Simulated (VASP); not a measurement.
## ScCu: relaxation of cell and atoms with LDA

ScCu:

```
Sc Cu
1.0
     3.25600    0.00000    0.00000
     0.00000    3.25600    0.00000
     0.00000    0.00000    3.25600
Sc Cu
1 1
Direct
  0.50000 0.50000 0.50000
  0.00000 0.00000 0.00000
```

```
Program                : VASP 6.6.1
Task                   : relaxation of cell and atoms
Functional             : LDA
Potentials or basis    : VASP PAW LDA potentials, release 64 (Sc_sv, Cu_sv_GW)
Cutoff                 : 820 eV
k mesh                 : 8 × 8 × 8
Occupations            : fermi-dirac, width 0.1 eV
Spin                   : no spin polarisation
Dipole correction      : no
Further INCAR settings : ALGO = Normal; EDIFF = 1e-07; IBRION = 2; EDIFFG = -0.01; NSW = 80; ISIF = 3
```

The relaxed volume is 15.91 Å³/atom. The relaxed cell is a = 3.169 Å, b = 3.169 Å, c = 3.169 Å, α = 90.00°, β = 90.00°, γ = 90.00°. The space group after relaxing (to 0.1 Å) is Pm-3m (No. 221), the energy gained by relaxing is 34.9 meV/atom and the ionic steps are 3. The pressure after relaxing is -0.1 GPa and the band gap on the k mesh is zero (bands 15 and 16 overlap by 2.18 eV).

Step by step:
```csv
step,energy change (eV),largest force (eV/Å),pressure (GPa),volume (Å³)
1,0.0000,0.0000,-7.76,34.52
2,-0.0500,0.0000,5.35,30.51
3,-0.0698,0.0000,-0.08,31.82
```

Final structure:
```xyz
2
Lattice="3.1688 0.0000 0.0000 0.0000 3.1688 0.0000 0.0000 0.0000 3.1688" Properties=species:S:1:pos:R:3 pbc="T T T"
Sc    1.5844    1.5844    1.5844
Cu    0.0000    0.0000    0.0000
```

Levels at points of the mesh, in eV from the Fermi level:
```tsv
k point	band 12	band 13	band 14	band 15	band 16	band 17	band 18	band 19
(0.00, 0.00, 0.00)	-3.25	-3.25	-3.25	0.49	0.49	3.41	3.41	3.41
(0.50, 0.00, 0.00)	-3.36	-3.36	-3.13	-2.18	0.18	1.40	1.40	3.29
(0.50, 0.50, 0.00)	-3.62	-2.86	-1.94	0.22	0.22	0.93	2.69	2.69
(0.50, 0.50, 0.50)	-2.85	-2.85	-1.69	-1.69	-1.69	3.35	4.20	4.20
```

Run time: 62 s on 1 thread of Intel(R) Xeon(R) 6975P-C (Granite Rapids), on a shared host, peak memory 0.21 GiB.

LDA usually gives volumes a few per cent too small. Zero-point motion and thermal expansion aren't in these numbers.
